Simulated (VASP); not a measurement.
A run of VASP 6.6.1 is set up as follows.

File POSCAR:

```
NbH2
1.0
    2.3917434396      0.0000000000      0.0000000000
   -1.1958717198      2.0713105781      0.0000000000
    0.0000000000      0.0000000000      9.3029011992
Nb H
2 4
Direct
    0.3333333333      0.6666666667      0.2500000000
    0.6666666667      0.3333333333      0.7500000000
    0.3333333333      0.6666666667      0.6275000000
    0.6666666667      0.3333333333      0.1275000000
    0.3333333333      0.6666666667      0.8725000000
    0.6666666667      0.3333333333      0.3725000000
```

INCAR.step1

```
SYSTEM = NbH2
PREC = Accurate ; ENCUT = 520
ISMEAR = 0 ; SIGMA = 0.1
LREAL = .FALSE. ; LASPH = .TRUE.
NELM = 60 ; NBANDS = 24
GGA = PE ; ALGO = Normal
EDIFF = 1E-4 ; LWAVE = .TRUE.
LCHARG = .FALSE.
```

The input INCAR.step2:

```
SYSTEM = NbH2
PREC = Accurate ; ENCUT = 520
EDIFF = 1E-6 ; ISMEAR = 0
SIGMA = 0.1 ; LREAL = .FALSE.
LASPH = .TRUE. ; NELM = 60
ALGO = Normal ; ISIF = 2
LWAVE = .FALSE. ; LCHARG = .FALSE.
METAGGA = R2SCAN ; LMIXTAU = .TRUE.
NBANDS = 24 ; ISTART = 1
```

The input KPOINTS:

```
regular mesh
0
G
  12 12 2
  0 0 0
```

Potentials or basis: VASP PAW PBE potentials, release 64 (Nb_sv, H).

Command:

```console
$ cat potpaw_PBE.64/Nb_sv/POTCAR potpaw_PBE.64/H/POTCAR > POTCAR
$ cp INCAR.step1 INCAR
$ mpirun -np 1 vasp_std > vasp.out
$ cp INCAR.step2 INCAR
$ mpirun -np 1 vasp_std > vasp.out
```

What does it give for the pressure?

108.3 GPa.

Estimate the largest force.

3.315 eV/Å.

Predict the band gap on the k mesh.

zero (band 15 reaches 11.99 eV, above the bottom of band 16 at 7.35 eV).

Forces in eV/Å, atoms in the order of the input:
```
Nb   0.000  0.000  0.000
Nb   0.000  0.000  0.000
H    0.000  0.000 -3.315
H    0.000  0.000 -3.315
H    0.000  0.000  3.315
H    0.000  0.000  3.315
```

Caveat: the PAW data sets were made with another functional, which shifts forces and pressure a little.
